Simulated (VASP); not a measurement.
# NdBeF2 (P6/mmm) in VASP: notebook

Runs on NdBeF2. Level: PBE. Tasks: single point.

Program: VASP 6.6.1. These are calculated values, not measurements. Logs are shortened: lines on timing, memory, paths and dates and some standing lists are left out, and cuts for length are marked.

## (1) The cell of the first run

It takes space group P6/mmm (No. 191, hexagonal). Conventional cell: a = 3.209 Å, b = 3.209 Å, c = 7.330 Å, α = 90.00°, β = 90.00°, γ = 120.00°. Nd (site symmetry 6/mmm) has 6 F at 1.85 Å within 2.5 Å. Be (site symmetry 6/mmm) has 6 Be at 3.21 Å and 2 Nd at 3.66 Å and 12 F at 4.11 Å within 4.2 Å. Within 2.5 Å of F (site symmetry -6m2) lie 3 Nd at 1.85 Å and 3 F at 1.85 Å.

The cell was generated, and may not be a known phase.

## (2) Single point, PBE

Contents of INCAR:

```
SYSTEM = NdBeF2
PREC = Accurate
ENCUT = 600
EDIFF = 1E-6
ISMEAR = 0
SIGMA = 0.1
LREAL = .False.
LASPH = .True.
NELM = 200
ALGO = Normal
ISIF = 2
LWAVE = .False.
LCHARG = .False.
GGA = PE
NBANDS = 23
GGA_COMPAT = .False.
LMAXMIX = 6
```

Contents of KPOINTS:

```
Automatic mesh
0
Gamma
  6 6 4
  0 0 0
```

Contents of POSCAR:

```
NdBeF2
1.0
    3.2091419000      0.0000000000      0.0000000000
   -1.6045709500      2.7791984100      0.0000000000
    0.0000000000      0.0000000000      7.3296387800
Nd Be F
1 1 2
Direct
    0.0000000000      0.0000000000      0.0000000000
    0.0000000000      0.0000000000      0.5000000000
    0.3333333300      0.6666666700      0.0000000000
    0.6666666700      0.3333333300      0.0000000000
```

Potentials or basis: VASP PAW PBE potentials, release 64 (Nd, Be, F).

Launch:

```console
$ cat potpaw_PBE.64/Nd/POTCAR potpaw_PBE.64/Be/POTCAR potpaw_PBE.64/F/POTCAR > POTCAR
$ mpirun -np 1 vasp_std > vasp.out
```

OUTCAR:

```text
SYSTEM = NdBeF2
   PREC = Accurate
   ENCUT = 600
   EDIFF = 1E-6
   ISMEAR = 0
   LREAL = .False.
   LASPH = .True.
   NELM = 200
   ISIF = 2
   GGA = PE

 ion  position               nearest neighbor table
   1  0.000  0.000  0.000-   3 1.85   4 1.85   4 1.85   3 1.85   4 1.85   3 1.85
   2  0.000  0.000  0.500-
   3  0.333  0.667  0.000-   1 1.85   4 1.85   4 1.85   1 1.85   1 1.85   4 1.85
   4  0.667  0.333  0.000-   1 1.85   3 1.85   3 1.85   1 1.85   1 1.85   3 1.85

  LATTYP: Found a hexagonal cell.
 ALAT       =     3.2091419000
 C/A-ratio  =     2.2839871244

  Lattice vectors:

 A1 = (   3.2091419000,   0.0000000000,   0.0000000000)
 A2 = (  -1.6045709500,   2.7791984100,   0.0000000000)
 A3 = (   0.0000000000,   0.0000000000,   7.3296387800)

Analysis of symmetry for initial positions (statically):
=====================================================================
 Subroutine PRICEL returns:
 Original cell was already a primitive cell.

 Routine SETGRP: Setting up the symmetry group for a
 hexagonal supercell.

 Subroutine GETGRP returns: Found 24 space group operations
 (whereof 24 operations were pure point group operations)
 out of a pool of 24 trial point group operations.

The static configuration has the point symmetry D_6h.

Analysis of symmetry for dynamics (positions and initial velocities):
=====================================================================
 Subroutine PRICEL returns:
 Original cell was already a primitive cell.

 Routine SETGRP: Setting up the symmetry group for a
 hexagonal supercell.

 Subroutine GETGRP returns: Found 24 space group operations
 (whereof 24 operations were pure point group operations)
 out of a pool of 24 trial point group operations.

The dynamic configuration has the point symmetry D_6h.

 Subroutine INISYM returns: Found 24 space group operations
 (whereof 24 operations are pure point group operations),
 and found     1 'primitive' translations

----------------------------------------------------------------------------------------

                                     Primitive cell

  volume of cell :      65.3719

  direct lattice vectors                    reciprocal lattice vectors
     3.209141900  0.000000000  0.000000000     0.311609780  0.179907990  0.000000000
    -1.604570950  2.779198410  0.000000000     0.000000000  0.359815980  0.000000000
     0.000000000  0.000000000  7.329638780     0.000000000  0.000000000  0.136432371

  length of vectors
     3.209141900  3.209141900  7.329638780     0.359815980  0.359815980  0.136432371

  position of ions in fractional coordinates (direct lattice)
     0.000000000  0.000000000  0.000000000
     0.000000000  0.000000000  0.500000000
     0.333333330  0.666666670  0.000000000
     0.666666670  0.333333330  0.000000000

  ion indices of the primitive-cell ions
   primitive index   ion index
                 1           1
                 2           2
                 3           3
                 4           4

----------------------------------------------------------------------------------------

 KPOINTS: Automatic mesh

Automatic generation of k-mesh.
 Grid dimensions read from file:
 generate k-points for:    6    6    4

 Generating k-lattice:

  Cartesian coordinates                     Fractional coordinates (reciprocal lattice)
     0.051934963  0.029984665  0.000000000     0.166666667  0.000000000  0.000000000
     0.000000000  0.059969330  0.000000000     0.000000000  0.166666667  0.000000000
     0.000000000  0.000000000  0.034108093     0.000000000  0.000000000  0.250000000

  Length of vectors
     0.059969330  0.059969330  0.034108093

  Shift w.r.t. Gamma in fractional coordinates (k-lattice)
     0.000000000  0.000000000  0.000000000

 Subroutine IBZKPT returns following result:
 ===========================================

 Found     21 irreducible k-points:

 Following reciprocal coordinates:
            Coordinates               Weight
  0.000000  0.000000  0.000000      1.000000
  0.166667  0.000000  0.000000      6.000000
  0.333333  0.000000  0.000000      6.000000
  0.500000  0.000000  0.000000      3.000000
  0.166667  0.166667  0.000000      6.000000
  0.333333  0.166667  0.000000     12.000000
[... 13 lines left out ...]
  0.333333  0.166667  0.500000     12.000000
  0.333333  0.333333  0.500000      2.000000
   k-points           NKPTS =     21   k-points in BZ     NKDIM =     21   number of bands    NBANDS=     23
   number of dos      NEDOS =    301   number of ions     NIONS =      4
   total plane-waves  NPLWV =  47040
   dimension x,y,z NGX =    28 NGY =   28 NGZ =   60
   dimension x,y,z NGXF=    56 NGYF=   56 NGZF=  120
   ions per type =               1   1   2
   NGX,Y,Z   is equivalent  to a cutoff of  14.51, 14.51, 13.61 a.u.
   NGXF,Y,Z  is equivalent  to a cutoff of  29.01, 29.01, 27.22 a.u.
 SYSTEM =  NdBeF2
   PREC   = accura    normal or accurate (medium, high low for compatibility)
   ISTART =      0    job   : 0-new  1-cont  2-samecut
   ICHARG =      2    charge: 1-file 2-atom 10-const
   ISPIN  =      1    spin polarized calculation?
   LNONCOLLINEAR =      F non collinear calculations
   LSORBIT =      F    spin-orbit coupling
   LASPH  =      T    aspherical Exc in radial PAW
   ENCUT  =  600.0 eV  44.10 Ry    6.64 a.u.   6.41  6.41 14.64*2*pi/ulx,y,z
   NELM   =    200;   NELMIN=  2; NELMDL= -5     # of ELM steps
   EDIFF  = 0.1E-05   stopping-criterion for ELM
   LREAL  =      F    real-space projection
   EDIFFG = 0.1E-04   stopping-criterion for IOM
   NSW    =      0    number of steps for IOM
   IBRION =     -1    ionic relax: 0-MD 1-quasi-New 2-CG
   NFREE  =      0    steps in history (QN), initial steepest desc. (CG)
   ISIF   =      2    stress and relaxation
   ISYM   =      2    0-nonsym 1-usesym 2-fastsym
   POTIM  = 0.5000    time-step for ionic-motion
   TEBEG  =    0.0;   TEEND  =   0.0 temperature during run
   PSTRESS=    0.0 pullay stress
   NELECT =      30.0000    total number of electrons
   NUPDOWN=      -1.0000    fix difference up-down
   EMIN   =  10.00;   EMAX   =-10.00  energy-range for DOS
   EFERMI =   0.00;   METHOD = LEGACY
   ISMEAR =     0;   SIGMA  =   0.10  broadening in eV -4-tet -1-fermi 0-gaus
   EFERMI_NEDOS =   21; number of points for ismear=-14 and -15
   IALGO  =     38    algorithm
   IMIX   =      4    mixing-type and parameters
     AMIX     =   0.40;   BMIX     =  1.00
     AMIX_MAG =   1.60;   BMIX_MAG =  1.00
  volume/ion in A,a.u.               =      16.34       110.29
  Fermi-wavevector in a.u.,A,eV,Ry     =   1.262752  2.386256 21.695086  1.594544
  Thomas-Fermi vector in A             =   2.396145
   LORBIT       =      0    0 simple, 1 ext, 2 COOP (PROOUT), +10 PAW based schemes
   GGA     = PE    functional components
   LHFCALC =     F    Hartree Fock is set to
   AEXX    =    0.0000 exact exchange contribution
   IVDW    =     0    specifies the selected vdW correction
   LEPSILON=     F    determine dielectric tensor
   LRPA    =     F    only Hartree local field effects (RPA)
 non-spin polarized calculation
 Gauss-broadening in eV      SIGMA  =   0.10
  energy-cutoff  :      600.00
  volume of cell :       65.37
 maximum number of plane-waves:      2204
 NGX is ok and might be reduce to    28
   NGX = 13   NGY = 13   NGZ = 29

 number of electron      29.9999994 magnetization

 Free energy of the ion-electron system (eV)
  ---------------------------------------------------
  ext. energy  EPLUGINS =         0.00000000
  ---------------------------------------------------
  free energy    TOTEN  =        -4.62249788 eV

  energy without entropy =       -4.54231331  energy(sigma->0) =       -4.58240559

 E-fermi :   4.5494     XC(G=0):  -9.3381

 val. band max:        4.5454239143   @ k =   0.1667   0.1667   0.5000
 cond. band min:       4.5611478864   @ k =   0.3333   0.1667   0.2500
 fundamental gap:      0.0157239720
 Fermi energy:         4.5493627452

 k-point     1 :       0.0000    0.0000    0.0000
  band No.  band energies     occupation
      1     -36.6554      2.00000
      2     -24.3854      2.00000
      3     -23.9637      2.00000
      4     -16.9537      2.00000
      5     -16.9537      2.00000
      6     -15.9119      2.00000
[... 15 lines left out ...]
     22       5.6824      0.00000
     23       9.0078      0.00000

 k-point     2 :       0.1667    0.0000    0.0000
  band No.  band energies     occupation
      1     -36.2554      2.00000
      2     -25.6095      2.00000
      3     -24.7807      2.00000
      4     -17.8513      2.00000
      5     -15.9339      2.00000
      6     -15.6033      2.00000
[... 15 lines left out ...]
     22       5.7256      0.00000
     23       8.4497      0.00000

 k-point     3 :       0.3333    0.0000    0.0000
  band No.  band energies     occupation
      1     -35.1751      2.00000
      2     -28.4614      2.00000
      3     -25.4299      2.00000
      4     -18.9706      2.00000
      5     -14.8518      2.00000
      6     -13.2931      2.00000
[... 15 lines left out ...]
     22       6.2114      0.00000
     23       7.4781      0.00000

 k-point     4 :       0.5000    0.0000    0.0000
  band No.  band energies     occupation
      1     -34.2920      2.00000
      2     -30.0475      2.00000
      3     -25.6958      2.00000
      4     -19.3897      2.00000
      5     -14.3624      2.00000
      6     -10.9276      2.00000
[... 15 lines left out ...]
     22       6.9399      0.00000
     23       7.0116      0.00000

 k-point     5 :       0.1667    0.1667    0.0000
  band No.  band energies     occupation
      1     -35.5055      2.00000
      2     -27.3062      2.00000
      3     -26.0233      2.00000
      4     -17.5030      2.00000
      5     -15.3091      2.00000
      6     -15.0653      2.00000
[... 356 lines left out ...]
 k-point    19 :       0.1667    0.1667    0.5000
  band No.  band energies     occupation
      1     -35.5055      2.00000
      2     -27.3062      2.00000
      3     -26.0232      2.00000
      4     -17.5030      2.00000
      5     -15.3090      2.00000
      6     -15.0655      2.00000
[... 15 lines left out ...]
     22       7.7643      0.00000
     23       8.1652      0.00000

 k-point    20 :       0.3333    0.1667    0.5000
  band No.  band energies     occupation
      1     -34.3683      2.00000
      2     -29.3447      2.00000
      3     -26.9848      2.00000
      4     -17.4260      2.00000
      5     -14.3849      2.00000
      6     -13.0206      2.00000
[... 15 lines left out ...]
     22       6.3607      0.00000
     23       7.2893      0.00000

 k-point    21 :       0.3333    0.3333    0.5000
  band No.  band energies     occupation
      1     -33.8507      2.00000
      2     -28.8845      2.00000
      3     -28.8845      2.00000
      4     -14.4206      2.00000
      5     -14.4206      2.00000
      6     -14.1287      2.00000
[... 15 lines left out ...]
     22       6.1005      0.00000
     23       6.6650      0.00000

------------------------ aborting loop because EDIFF is reached ----------------------------------------

  FORCE on cell =-STRESS in cart. coord.  units (eV):
  Direction    XX          YY          ZZ          XY          YZ          ZX
  --------------------------------------------------------------------------------------
  -------------------------------------------------------------------------------------
  Total       72.8882250     72.8882250     -4.2156266      0.0000000     -0.0000000      0.0000000
  in kB     1786.3925986   1786.3925989   -103.3193509      0.0000000     -0.0000000      0.0000000
  external PRESSURE =    1156.4886156 kB  Pullay stress =       0.0000000 kB

 VOLUME and BASIS-vectors are now :
 -----------------------------------------------------------------------------
  energy-cutoff  :      600.00
  volume of cell :       65.37
      direct lattice vectors                 reciprocal lattice vectors
     3.209141900  0.000000000  0.000000000     0.311609780  0.179907990  0.000000000
    -1.604570950  2.779198410  0.000000000     0.000000000  0.359815980  0.000000000
     0.000000000  0.000000000  7.329638780     0.000000000  0.000000000  0.136432371

 POSITION                                       TOTAL-FORCE (eV/Angst)
 -----------------------------------------------------------------------------------
      0.00000      0.00000      0.00000         0.000000     -0.000000      0.000000
      0.00000      0.00000      3.66482         0.000000     -0.000000      0.000000
     -0.00000      1.85280      0.00000         0.000000     -0.000000      0.000000
      1.60457      0.92640      0.00000        -0.000000      0.000000      0.000000
 -----------------------------------------------------------------------------------
    total drift:                                0.000000      0.000000     -0.000000

  FREE ENERGIE OF THE ION-ELECTRON SYSTEM (eV)
  ---------------------------------------------------
  free  energy   TOTEN  =        -4.6224978758 eV

  energy  without entropy=       -4.5423133090  energy(sigma->0) =       -4.58240559
```

Run time: 56 s. Hardware: 1 thread of Intel Xeon Platinum 8488C (Sapphire Rapids), shared host; peak memory 0.22 GiB.

The run converged, but its numbers aren't listed here, since they failed a check.

Caveat: the k points lie up to 0.38 Å⁻¹ apart, too coarse for converged energies and pressures of a metal; spin-orbit coupling is left out, which moves the levels of the heavy elements; the run has no spin polarisation, though such a crystal can be magnetic; semilocal functionals describe open f shells poorly, which spoils levels, moments and volumes.

## (3) Single point, PBE

This run uses another cell than the first one, of 23.42 Å³/atom.

Contents of INCAR:

```
SYSTEM = NdBeF2
ALGO = Normal
EDIFF = 1E-6
ENCUT = 600
GGA = PE
GGA_COMPAT = .FALSE.
ISIF = 2
ISMEAR = 0
LASPH = .TRUE.
LCHARG = .FALSE.
LMAXMIX = 6
LREAL = .FALSE.
LWAVE = .FALSE.
NBANDS = 23
NELM = 200
PREC = Accurate
SIGMA = 0.1
```

Contents of KPOINTS:

```
k-points
0
G
  6 6 4
  0 0 0
```

Contents of POSCAR:

```
NdBeF2
1.0
    4.1678872754      0.0000000000      0.0000000000
   -2.0839436377      3.6094962606      0.0000000000
    0.0000000000      0.0000000000      6.2263950457
Nd Be F
1 1 2
Direct
    0.0000000000      0.0000000000      0.0000000000
    0.0000000000      0.0000000000      0.5000000000
    0.3333333333      0.6666666667      0.0000000000
    0.6666666667      0.3333333333      0.0000000000
```

Potentials or basis: VASP PAW PBE potentials, release 64 (Nd, Be, F).

Launch:

```console
$ cat potpaw_PBE.64/Nd/POTCAR potpaw_PBE.64/Be/POTCAR potpaw_PBE.64/F/POTCAR > POTCAR
$ mpirun -np 1 vasp_std > vasp.out
```

It took 1.7 min on 1 thread of Intel Xeon Platinum 8488C (Sapphire Rapids), shared host; peak memory 0.26 GiB.

The run converged. Its results:

- Free energy: -19.3270 eV
- Pressure: -0.2 GPa
- Band gap on the k mesh: zero (bands 15 and 16 overlap by 0.07 eV)

Stress tensor (GPa, compression positive):
```
 0.18  0.00  0.00
 0.00  0.18  0.00
 0.00  0.00 -1.05
```

Levels at points of the mesh, in eV from the Fermi level:
| k point | band 11 | band 12 | band 13 | band 14 | band 15 | band 16 | band 17 | band 18 |
| --- | --- | --- | --- | --- | --- | --- | --- | --- |
| (0.00, 0.00, 0.00) | -4.41 | -4.41 | -3.66 | -0.07 | -0.02 | -0.02 | 0.02 | 0.28 |
| (0.50, 0.00, 0.00) | -5.42 | -5.24 | -2.24 | -0.20 | -0.05 | 0.01 | 0.04 | 0.10 |
| (0.00, 0.00, 0.50) | -4.41 | -4.41 | -2.90 | -0.96 | -0.02 | -0.02 | 0.02 | 0.16 |
| (0.50, 0.00, 0.50) | -5.42 | -5.24 | -1.51 | -0.13 | 0.01 | 0.04 | 0.10 | 0.12 |

Caveat: spin-orbit coupling is left out, which moves the levels of the heavy elements; the run has no spin polarisation, though such a crystal can be magnetic; semilocal functionals describe open f shells poorly, which spoils levels, moments and volumes. With open d or f shells a metallic result of PBE can be an artefact of self-interaction; +U or a hybrid may open a gap.

[end of part 1 of 2]
